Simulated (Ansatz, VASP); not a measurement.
One calculation of BaZrO3, two programs

Contents of INCAR:

```
SYSTEM = BaZrO3
PREC = Accurate ; ENCUT = 520
EDIFF = 1E-6 ; ISMEAR = 0
SIGMA = 0.01 ; LREAL = .False.
LASPH = .True. ; NELM = 60
ALGO = Normal ; ISIF = 2
LWAVE = .False. ; LCHARG = .True.
GGA = PE ; LELF = .True.
LVHAR = .True. ; NBANDS = 28
```

KPOINTS

```
Automatic mesh
0
Gamma
  6 6 6
  0 0 0
```

Contents of POSCAR:

```
BaZrO3
1.0
    4.3101665372      0.0000000000      0.0000000000
    0.0000000000      4.3101665372      0.0000000000
    0.0000000000      0.0000000000      4.3101665372
Ba Zr O
1 1 3
Direct
    0.0000000000      0.0000000000      0.0000000000
    0.5000000000      0.5000000000      0.5000000000
    0.5000000000      0.5000000000      0.0000000000
    0.5000000000      0.0000000000      0.5000000000
    0.0000000000      0.5000000000      0.5000000000
```

Input for Ansatz:

```yaml
crystal:
  lattice:
    - [4.3101665372, 0.0, 0.0]
    - [0.0, 4.3101665372, 0.0]
    - [0.0, 0.0, 4.3101665372]
  atoms:
    - { symbol: Ba, position: [0.0, 0.0, 0.0] }
    - { symbol: Zr, position: [0.5, 0.5, 0.5] }
    - { symbol: O, position: [0.5, 0.5, 0.0] }
    - { symbol: O, position: [0.5, 0.0, 0.5] }
    - { symbol: O, position: [0.0, 0.5, 0.5] }
kpoints:
  mp_grid: { grid: [6, 6, 6] }
hamiltonian:
  xc: pbe
scf:
  occupations: { method: fixed }
  n_extra_bands: 5
output:
  forces: true
  stress: true
  eigenvalues: true
```

Alike in both runs: task single point; functional PBE; k mesh 6 × 6 × 6; no spin polarisation.

```csv
,VASP,Ansatz
version,VASP 6.6.1,Ansatz 0.2.0
potentials or method,"VASP PAW PBE potentials, release 64 (Ba_sv, Zr_sv, O)","plane waves, PAW"
plane-wave cutoff (eV),520,420
occupations,"gaussian, width 0.01 eV",fixed
valence electrons in the cell,40,40
```

Ansatz gave:

```
gap on the k mesh at the Fermi level (eV) : 3.04
pressure (GPa)                            : -7.7
```

Q: What did VASP give for the same quantities?

A: gap on the k mesh at the Fermi level (eV): 3.00; pressure (GPa): -6.9.

Spin-orbit coupling is off throughout.
